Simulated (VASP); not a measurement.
# SiC (Moissanite 6H) (P6_3mc) in VASP: further runs

The runs below take SiC (Moissanite 6H) through single point, relaxation of cell and atoms, with PBEsol, BLYP, BLYP+D4.

Program: VASP 6.6.1. These are calculated values, not measurements. Logs are shortened: lines on timing, memory, paths and dates and some standing lists are left out, and cuts for length are marked.

### Step 1. The cell of the first run

Symmetry: P6_3mc, No. 186, hexagonal system. The conventional cell has a = 3.115 Å, b = 3.115 Å, c = 15.270 Å, α = 90.00°, β = 90.00°, γ = 120.00°. Si (site symmetry 3m) has 4 C at 1.91 Å within 2.5 Å. Si (site symmetry 3m) has 4 C at 1.91 Å within 2.5 Å. Within 2.5 Å of Si (site symmetry 3m) lie 4 C at 1.91 Å. Within 2.5 Å of C (site symmetry 3m) lie 4 Si at 1.91 Å. Within 2.5 Å of C (site symmetry 3m) lie 4 Si at 1.91 Å. C (site symmetry 3m) has 4 Si at 1.91 Å within 2.5 Å.

### Step 2. Single point, PBEsol

Contents of INCAR:

```
SYSTEM = SiC
PREC = Accurate ; ENCUT = 520
EDIFF = 1E-7 ; ISMEAR = -1
SIGMA = 0.05 ; LREAL = .FALSE.
LASPH = .TRUE. ; NELM = 100
ALGO = Normal ; ISIF = 2
LWAVE = .FALSE. ; LCHARG = .TRUE.
GGA = PS ; LELF = .TRUE.
LVHAR = .TRUE. ; NBANDS = 36
```

Contents of KPOINTS:

```
Automatic mesh
0
G
  10 10 2
  0 0 0
```

Contents of POSCAR:

```
SiC
1.0
    3.1154972861      0.0000000000      0.0000000000
   -1.5577486430      2.6980997952      0.0000000000
    0.0000000000      0.0000000000     15.2704665040
Si C
6 6
Direct
    0.6666666667      0.3333333333      0.4583000000
    0.3333333333      0.6666666667      0.9583000000
    0.6666666667      0.3333333333      0.7917000000
    0.3333333333      0.6666666667      0.2917000000
    0.0000000000      0.0000000000      0.6250000000
    0.0000000000      0.0000000000      0.1250000000
    0.6666666667      0.3333333333      0.3333000000
    0.3333333333      0.6666666667      0.8333000000
    0.6666666667      0.3333333333      0.6667000000
    0.3333333333      0.6666666667      0.1667000000
    0.0000000000      0.0000000000      0.5000000000
    0.0000000000      0.0000000000      0.0000000000
```

Potentials or basis: VASP PAW PBE potentials, release 64 (Si, C).

Run with:

```console
$ cat potpaw_PBE.64/Si/POTCAR potpaw_PBE.64/C/POTCAR > POTCAR
$ mpirun -np 1 vasp_std > vasp.out
```

OUTCAR:

```text
SYSTEM = SiC
   PREC = Accurate
   ENCUT = 520
   EDIFF = 1E-7
   ISMEAR = -1
   LREAL = .FALSE.
   LASPH = .TRUE.
   NELM = 100
   ISIF = 2
   GGA = PS

 ion  position               nearest neighbor table
   1  0.667  0.333  0.458-  11 1.91  11 1.91  11 1.91   7 1.91   4 3.12   4 3.12   4 3.12   5 3.12
                             5 3.12   5 3.12
   2  0.333  0.667  0.958-  12 1.91  12 1.91  12 1.91   8 1.91   3 3.12   3 3.12   3 3.12   6 3.12
                             6 3.12   6 3.12
   3  0.667  0.333  0.792-   8 1.91   8 1.91   8 1.91   9 1.91   2 3.12   2 3.12   2 3.12   5 3.12
                             5 3.12   5 3.12
   4  0.333  0.667  0.292-   7 1.91   7 1.91   7 1.91  10 1.91   1 3.12   1 3.12   1 3.12   6 3.12
                             6 3.12   6 3.12
   5  0.000  0.000  0.625-   9 1.91   9 1.91   9 1.91  11 1.91   3 3.12   1 3.12   3 3.12   1 3.12
                             1 3.12   3 3.12
   6  0.000  0.000  0.125-  10 1.91  10 1.91  10 1.91  12 1.91   4 3.12   2 3.12   2 3.12   4 3.12
                             4 3.12   2 3.12
   7  0.667  0.333  0.333-   4 1.91   4 1.91   4 1.91   1 1.91
   8  0.333  0.667  0.833-   3 1.91   3 1.91   3 1.91   2 1.91
   9  0.667  0.333  0.667-   5 1.91   5 1.91   5 1.91   3 1.91
  10  0.333  0.667  0.167-   6 1.91   6 1.91   6 1.91   4 1.91
  11  0.000  0.000  0.500-   1 1.91   1 1.91   1 1.91   5 1.91
  12  0.000  0.000  0.000-   2 1.91   2 1.91   2 1.91   6 1.91

  LATTYP: Found a hexagonal cell.
 ALAT       =     3.1154972861
 C/A-ratio  =     4.9014539580

  Lattice vectors:

 A1 = (   3.1154972861,   0.0000000000,   0.0000000000)
 A2 = (  -1.5577486430,   2.6980997952,   0.0000000000)
 A3 = (   0.0000000000,   0.0000000000,  15.2704665040)

Analysis of symmetry for initial positions (statically):
=====================================================================
 Subroutine PRICEL returns:
 Original cell was already a primitive cell.

 Routine SETGRP: Setting up the symmetry group for a
 hexagonal supercell.

 Subroutine GETGRP returns: Found 12 space group operations
 (whereof  6 operations were pure point group operations)
 out of a pool of 24 trial point group operations.

The static configuration has the point symmetry C_3v.
 The point group associated with its full space group is C_6v.

Analysis of symmetry for dynamics (positions and initial velocities):
=====================================================================
 Subroutine PRICEL returns:
 Original cell was already a primitive cell.

 Routine SETGRP: Setting up the symmetry group for a
 hexagonal supercell.

[... 133 lines left out ...]
   POTIM  = 0.5000    time-step for ionic-motion
   TEBEG  =    0.0;   TEEND  =   0.0 temperature during run
   PSTRESS=    0.0 pullay stress
   NELECT =      48.0000    total number of electrons
   NUPDOWN=      -1.0000    fix difference up-down
   EMIN   =  10.00;   EMAX   =-10.00  energy-range for DOS
   EFERMI =   0.00;   METHOD = LEGACY
   ISMEAR =    -1;   SIGMA  =   0.05  broadening in eV -4-tet -1-fermi 0-gaus
   EFERMI_NEDOS =   21; number of points for ismear=-14 and -15
   IALGO  =     38    algorithm
   IMIX   =      4    mixing-type and parameters
     AMIX     =   0.40;   BMIX     =  1.00
     AMIX_MAG =   1.60;   BMIX_MAG =  1.00
  volume/ion in A,a.u.               =      10.70        72.19
  Fermi-wavevector in a.u.,A,eV,Ry     =   1.179440  2.228819 18.926789  1.391080
  Thomas-Fermi vector in A             =   2.315751
   LORBIT       =      0    0 simple, 1 ext, 2 COOP (PROOUT), +10 PAW based schemes
   GGA     = PS    functional components
   LHFCALC =     F    Hartree Fock is set to
   AEXX    =    0.0000 exact exchange contribution
   IVDW    =     0    specifies the selected vdW correction
   LEPSILON=     F    determine dielectric tensor
   LRPA    =     F    only Hartree local field effects (RPA)
 non-spin polarized calculation
  energy-cutoff  :      520.00
  volume of cell :      128.36
 maximum number of plane-waves:      3478
 NGX is ok and might be reduce to    24
   NGX = 11   NGY = 11   NGZ = 57

 number of electron      48.0000002 magnetization

 Free energy of the ion-electron system (eV)
  ---------------------------------------------------
  ext. energy  EPLUGINS =         0.00000000
  ---------------------------------------------------
  free energy    TOTEN  =       -95.41426891 eV

  energy without entropy =      -95.41426891  energy(sigma->0) =      -95.41426891

 E-fermi :   8.6853     XC(G=0): -11.3600

 val. band max:        7.7343794260   @ k =   0.0000   0.0000   0.0000
 cond. band min:       9.6478683294   @ k =   0.5000   0.0000   0.0000
 fundamental gap:      1.9134889034
 Fermi energy:         8.6853066179

 k-point     1 :       0.0000    0.0000    0.0000
  band No.  band energies     occupation
      1      -7.4849      2.00000
      2      -6.9779      2.00000
      3      -6.9350      2.00000
      4      -5.4766      2.00000
      5      -5.4456      2.00000
      6      -3.9927      2.00000
[... 925 lines left out ...]
     35      14.9997      0.00000
     36      14.9997      0.00000

 [... further k-points ...]
[... 5 lines left out ...]
  --------------------------------------------------------------------------------------
  -------------------------------------------------------------------------------------
  Total       -5.6677983     -5.6677983     -5.0611746     -0.0000000      0.0000000     -0.0000000
  in kB      -70.7436196    -70.7436196    -63.1719396     -0.0000000      0.0000000     -0.0000000
  external PRESSURE =     -68.2197263 kB  Pullay stress =       0.0000000 kB

 VOLUME and BASIS-vectors are now :
 -----------------------------------------------------------------------------
  energy-cutoff  :      520.00
  volume of cell :      128.36
      direct lattice vectors                 reciprocal lattice vectors
     3.115497286  0.000000000  0.000000000     0.320976046  0.185315607  0.000000000
    -1.557748643  2.698099795  0.000000000     0.000000000  0.370631213  0.000000000
     0.000000000  0.000000000 15.270466504     0.000000000  0.000000000  0.065485884

 POSITION                                       TOTAL-FORCE (eV/Angst)
 -----------------------------------------------------------------------------------
      1.55775      0.89937      6.99845        -0.000000     -0.000000      0.051371
     -0.00000      1.79873     14.63369         0.000000     -0.000000      0.051371
      1.55775      0.89937     12.08963         0.000000     -0.000000      0.022699
     -0.00000      1.79873      4.45440        -0.000000     -0.000000      0.022699
      0.00000      0.00000      9.54404        -0.000000      0.000000      0.046121
      0.00000      0.00000      1.90881         0.000000     -0.000000      0.046121
      1.55775      0.89937      5.08965         0.000000      0.000000     -0.012657
     -0.00000      1.79873     12.72488        -0.000000     -0.000000     -0.012657
      1.55775      0.89937     10.18082        -0.000000     -0.000000      0.032467
     -0.00000      1.79873      2.54559         0.000000     -0.000000      0.032467
      0.00000      0.00000      7.63523         0.000000      0.000000     -0.140002
      0.00000      0.00000      0.00000        -0.000000     -0.000000     -0.140002
 -----------------------------------------------------------------------------------
    total drift:                               -0.000000     -0.000000     -0.000410

  FREE ENERGIE OF THE ION-ELECTRON SYSTEM (eV)
  ---------------------------------------------------
  free  energy   TOTEN  =       -95.4142689075 eV

  energy  without entropy=      -95.4142689069  energy(sigma->0) =      -95.41426891
```

OSZICAR:

```text
N       E                     dE             d eps       ncg     rms          rms(c)
DAV:   1     0.115431659080E+03    0.11543E+03   -0.21741E+04  2016   0.120E+03
DAV:   2    -0.936920813099E+02   -0.20912E+03   -0.19532E+03  2600   0.205E+02
DAV:   3    -0.105452614031E+03   -0.11761E+02   -0.11667E+02  2660   0.460E+01
DAV:   4    -0.105640740438E+03   -0.18813E+00   -0.18768E+00  2568   0.661E+00
DAV:   5    -0.105644814816E+03   -0.40744E-02   -0.40714E-02  2576   0.932E-01    0.206E+01
DAV:   6    -0.957919854181E+02    0.98528E+01   -0.28971E+01  2472   0.195E+01    0.931E+00
DAV:   7    -0.954987450809E+02    0.29324E+00   -0.27739E+00  2692   0.631E+00    0.387E+00
DAV:   8    -0.954241458744E+02    0.74599E-01   -0.18760E-01  2456   0.171E+00    0.117E+00
DAV:   9    -0.954138919316E+02    0.10254E-01   -0.24783E-02  2556   0.689E-01    0.170E-01
DAV:  10    -0.954142443495E+02   -0.35242E-03   -0.16195E-03  2488   0.177E-01    0.861E-02
DAV:  11    -0.954142685329E+02   -0.24183E-04   -0.14038E-04  2556   0.636E-02    0.150E-02
DAV:  12    -0.954142683415E+02    0.19138E-06   -0.85376E-06  2520   0.135E-02    0.768E-03
DAV:  13    -0.954142689120E+02   -0.57042E-06   -0.11530E-06  2544   0.441E-03    0.208E-03
DAV:  14    -0.954142689075E+02    0.45002E-08   -0.67970E-08  1560   0.163E-03
   1 F= -.95414269E+02 E0= -.95414269E+02  d E =-.574969E-09
```

stdout:

```text
POSCAR found type information on POSCAR SiC
 POSCAR found :  2 types and      12 ions
 scaLAPACK will be used
 -----------------------------------------------------------------------------
|                                                                             |
|                                                                             |
|     You enforced a specific xc type in the INCAR file but a different       |
|     I HOPE YOU KNOW WHAT YOU ARE DOING!                                     |
|                                                                             |
 -----------------------------------------------------------------------------

 LDA part: xc-table for (Slater+PW92), standard interpolation
 POSCAR, INCAR and KPOINTS ok, starting setup
 FFT: planning ... GRIDC
 FFT: planning ... GRID_SOFT
 FFT: planning ... GRID
 WAVECAR not read
 entering main loop
```

It took 52 s on 1 thread of Intel Xeon 6975P-C (Granite Rapids), shared host; peak memory 0.28 GiB.

Results:

```yaml
Free_energy: -95.4143 eV
Pressure: -6.8 GPa
Largest_force: 0.140 eV/Å
Band_gap_on_the_k_mesh: 1.91 eV, indirect (least direct gap 3.01 eV)
```

Forces on the atoms (eV/Å):
```
Si   0.000  0.000  0.051
Si   0.000  0.000  0.051
Si   0.000  0.000  0.023
Si   0.000  0.000  0.023
Si   0.000  0.000  0.046
Si   0.000  0.000  0.046
C    0.000  0.000 -0.013
C    0.000  0.000 -0.013
C    0.000  0.000  0.032
C    0.000  0.000  0.032
C    0.000  0.000 -0.140
C    0.000  0.000 -0.140
```

Caveat: the PAW data sets were made with another functional, which shifts forces and pressure a little.

### Step 3. Single point, BLYP

Contents of INCAR:

```
AGGAC = 1.0
AGGAX = 1.0
ALDAC = 0.0
ALDAX = 1.0
ALGO = Normal
EDIFF = 1E-7
ENCUT = 520
GGA = B5
ISIF = 2
ISMEAR = -1
LASPH = True
LCHARG = False
LREAL = False
LWAVE = False
NBANDS = 36
NELM = 80
PREC = Accurate
SIGMA = 0.05
```

Contents of KPOINTS:

```
k-points
0
Gamma
  10 10 2
```

POSCAR is that of step 2.

Potentials or basis: VASP PAW PBE potentials, release 64 (Si, C).

Run with:

```console
$ cat potpaw_PBE.64/Si/POTCAR potpaw_PBE.64/C/POTCAR > POTCAR
$ mpirun -np 1 vasp_std > vasp.out
```

Wall time 81 s (1 thread of Intel Xeon 6975P-C (Granite Rapids), shared host); peak memory 0.28 GiB.

The run converged. Its results:

| Quantity | Value |
| --- | --- |
| Free energy | -81.9941 eV |
| Pressure | 1.2 GPa |
| Largest force | 0.139 eV/Å |
| Band gap on the k mesh | 2.33 eV, indirect (least direct gap 3.42 eV) |

Forces in eV/Å, atoms in the order of the input:
```
Si   0.000  0.000  0.040
Si   0.000  0.000  0.040
Si   0.000  0.000  0.018
Si   0.000  0.000  0.018
Si   0.000  0.000  0.049
Si   0.000  0.000  0.049
C    0.000  0.000 -0.011
C    0.000  0.000 -0.011
C    0.000  0.000  0.042
C    0.000  0.000  0.042
C    0.000  0.000 -0.139
C    0.000  0.000 -0.139
```

Stress tensor (GPa, compression positive):
```
0.92 0.00 0.00
0.00 0.92 0.00
0.00 0.00 1.76
```

Levels at points of the mesh, in eV from the valence-band top:
| k point | band 20 | band 21 | band 22 | band 23 | band 24 | band 25 | band 26 | band 27 | band 28 | band 29 |
| --- | --- | --- | --- | --- | --- | --- | --- | --- | --- | --- |
| (0.00, 0.00, 0.00) | -0.29 | -0.29 | -0.05 | 0.00 | 0.00 | 5.00 | 5.18 | 5.57 | 6.08 | 6.08 |
| (0.50, 0.00, 0.00) | -2.18 | -1.76 | -1.73 | -1.60 | -1.08 | 2.33 | 2.49 | 3.42 | 4.08 | 4.72 |
| (0.00, 0.00, 0.50) | -0.63 | -0.09 | -0.09 | -0.09 | -0.09 | 5.07 | 5.07 | 5.81 | 5.81 | 6.44 |
| (0.50, 0.00, 0.50) | -2.27 | -1.67 | -1.67 | -1.28 | -1.28 | 2.37 | 2.37 | 3.64 | 3.64 | 4.85 |

Caveat: the PAW data sets were made with another functional, which shifts forces and pressure a little. A k mesh can miss the band edges.

(Continued in part 2 of 2.)
